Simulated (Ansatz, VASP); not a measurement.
# One calculation of TaN, two programs

INCAR

```
PREC = Accurate ; ENCUT = 520
EDIFF = 1E-6 ; ISMEAR = -5
SIGMA = 0.05 ; LREAL = F
LASPH = T ; NELM = 150
ALGO = Normal ; ISIF = 2
LWAVE = F ; LCHARG = F
MAGMOM = 0 0 0 0 0 0 ; LORBIT = 11
LSORBIT = T ; GGA_COMPAT = F
LORBMOM = T ; LMAXMIX = 4
GGA = B5 ; ALDAX = 1.0
AGGAX = 1.0 ; AGGAC = 1.0
ALDAC = 0.0 ; IVDW = 12
VDW_S6 = 1.0 ; VDW_S8 = 2.6996
VDW_A1 = 0.4298 ; VDW_A2 = 4.2359
NBANDS = 28
```

Contents of KPOINTS:

```
Automatic mesh
0
Gamma
  7 7 7
```

The input POSCAR:

```
TaN
1.0
    0.0040580000      2.1932320000      2.2187950000
    2.1897300000     -0.0046990000      2.2275510000
    2.2037880000      2.2160470000     -0.0187580000
Ta N
1 1
Direct
    0.5000000000      0.5000000000      0.5000000000
    0.0000000000      0.0000000000      0.0000000000
```

input.yaml

```yaml
crystal:
  lattice:
    - [0.004058, 2.193232, 2.218795]
    - [2.18973, -0.004699, 2.227551]
    - [2.203788, 2.216047, -0.018758]
  atoms:
    - { symbol: Ta, position: [0.5, 0.5, 0.5] }
    - { symbol: "N", position: [0.0, 0.0, 0.0] }
kpoints:
  mp_grid: { grid: [7, 7, 7] }
scf:
  occupations: { method: tetrahedron }
hamiltonian:
  xc: blyp
  dispersion: d3bj
  pseudopotentials: { kind: all_electron, lapw: { basis_error: 0.001 } }
magnetization:
  noncollinear: true
  spin_orbit: true
output:
  forces: true
  stress: true
  eigenvalues: true
```

Change from the starting cell: cell strained at random at fixed volume.

Alike in both runs: task single point; functional BLYP; dispersion D3(BJ); k mesh 7 × 7 × 7; occupations tetrahedron; non-collinear spin, spin-orbit coupling.

|  | VASP | Ansatz |
| --- | --- | --- |
| version | VASP 6.6.1 | Ansatz 0.2.0 |
| potentials or method | VASP PAW PBE potentials, release 64 (Ta_pv, N), cutoff 520 eV | all-electron LAPW, relativistic spinors |

VASP gave:

- pressure (GPa): -3.8
- traceless stress, the component that is largest in VASP (GPa): -5.58

Task: What did Ansatz give for the same quantities?

Result: Pressure (GPa): -6.4; traceless stress, the component that is largest in VASP (GPa): -5.44.

VASP's potentials were made for PBE, not for BLYP. Ansatz ran all-electron here, and VASP with PAW potentials.

Noted on Ansatz's run: the k mesh is thin for a metal, which can move the energy by tens of meV per atom.
